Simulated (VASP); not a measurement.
Write the native input for VASP 6.6.1 that does the following.

| Item | Value |
| --- | --- |
| Task | single point |
| Functional | PBE |
| Potentials or basis | VASP PAW PBE potentials, release 64 (In_d, P) |
| Cutoff | 520 eV |
| k mesh | 20 × 20 × 20 |
| Occupations | gaussian, width 0.15 eV |
| Spin | no spin polarisation |
| Dipole correction | no |
| Further INCAR settings | ALGO = Normal; EDIFF = 1e-06; NBANDS = 16 |

The structure of InP lies in POSCAR:

```
InP
1.0
    0.0000000000      2.6371315533      2.9752118184
    2.6371315533      0.0000000000      2.9752118184
    2.6371315533      2.6371315533      0.0000000000
In P
1 1
Direct
    0.0000000000      0.0000000000      0.0000000000
    0.5000000000      0.5000000000      0.5000000000
```

This cell differs from its parent crystal: volume 20.691 Å^3 an atom, c/a of the conventional cell 1.1282.

One way to write it, as run:

INCAR

```
PREC     = Accurate       # precision mode
ENCUT    = 520            # plane-wave cutoff, eV
EDIFF    = 1E-6           # SCF threshold, eV
ISMEAR   = 0              # smearing method
SIGMA    = 0.15           # smearing width, eV
LREAL    = F              # projectors in reciprocal space
LASPH    = T              # aspherical terms in the spheres
NELM     = 80             # most SCF steps
ALGO     = Normal         # electronic algorithm
ISIF     = 2              # what is computed and relaxed
LWAVE    = F              # write WAVECAR
LCHARG   = T              # write CHGCAR
GGA      = PE             # functional
LELF     = T              # ELF
LVHAR    = T            
NBANDS   = 16             # bands
```

KPOINTS

```
regular mesh
0
Gamma
  20 20 20
```

Potentials or basis: VASP PAW PBE potentials, release 64 (In_d, P).

Launch:

```bash
$ cat potpaw_PBE.64/In_d/POTCAR potpaw_PBE.64/P/POTCAR > POTCAR
$ mpirun -np 1 vasp_std > vasp.out
```

Results of the run:

```yaml
Pressure: 4.2 GPa
Band_gap_on_the_k_mesh: zero (band 9 reaches 7.89 eV, above the bottom of band 10 at 5.35 eV)
```

Caveat: spin-orbit coupling is left out, which moves the levels of the heavy elements.

Run time: 9.3 min on 1 thread of AMD EPYC 7R13 Processor (Zen 3), with other jobs on the host, peak memory 0.47 GiB.
